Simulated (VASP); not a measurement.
Here is a VASP 6.6.1 calculation.

INCAR

```
SYSTEM = Nd2CdC2
ALGO     = Normal         ! electronic algorithm
EDIFF    = 1E-7           ! SCF threshold, eV
EDIFFG   = -0.08          ! ionic threshold
ENCUT    = 600            ! plane-wave cutoff, eV
GGA      = PE             ! functional
GGA_COMPAT= .FALSE.      
IBRION   = 2              ! ionic algorithm
ISIF     = 3              ! what is computed and relaxed
ISMEAR   = 0              ! smearing method
LASPH    = .TRUE.         ! aspherical terms in the spheres
LCHARG   = .FALSE.        ! write CHGCAR
LMAXMIX  = 6              ! l up to which the mixer works
LREAL    = .FALSE.        ! projectors in reciprocal space
LWAVE    = .FALSE.        ! write WAVECAR
NELM     = 200            ! most SCF steps
NELMIN   = 4            
NSW      = 36             ! ionic steps
PREC     = Accurate       ! precision mode
SIGMA    = 0.2            ! smearing width, eV
```

The input KPOINTS:

```
k-points
0
G
  2 2 4
  0 0 0
```

File POSCAR:

```
Nd2CdC2
1.0
    5.3770596900     -5.3820896000      0.0000000000
    5.3770596900      5.3820896000      0.0000000000
    0.0000000000      0.0000000000      3.6918072800
Nd Cd C
4 2 4
Direct
    0.8287026300      0.8287026300      0.5000000000
    0.6712430700      0.3287569300      0.5000000000
    0.1712973700      0.1712973700      0.5000000000
    0.3287569300      0.6712430700      0.5000000000
    0.5000000000      0.0000000000      0.0000000000
    0.0000000000      0.5000000000      0.0000000000
    0.3675766000      0.3675766000      0.0000000000
    0.8697426800      0.1302573200      0.0000000000
    0.1302573200      0.8697426800      0.0000000000
    0.6324234000      0.6324234000      0.0000000000
```

Potentials or basis: VASP PAW PBE potentials, release 64 (Nd_3, Cd, C), 4f in core.

Command:

```console
$ cat potpaw_PBE.64/Nd_3/POTCAR potpaw_PBE.64/Cd/POTCAR potpaw_PBE.64/C/POTCAR > POTCAR
$ mpirun -np 1 vasp_std > vasp.out
```

(1) Estimate the relaxed volume.

(2) Predict the band gap on the k mesh.

(3) Estimate the space group after relaxing (to 0.1 Å).

(4) Estimate the relaxed cell.

Answers

(1) 18.55 Å³/atom.

(2) zero (bands 42 and 43 overlap by 1.06 eV).

(3) P4/mbm (No. 127).

(4) a = 7.175 Å, b = 7.175 Å, c = 3.605 Å, α = 90.00°, β = 90.00°, γ = 90.16°.

Caveat: the k points lie up to 0.44 Å⁻¹ apart in the final cell, too coarse for converged energies and pressures of a metal; spin-orbit coupling is left out, which moves the levels of the heavy elements; the 4f electrons are frozen in the core, so they carry no moment and show no levels.
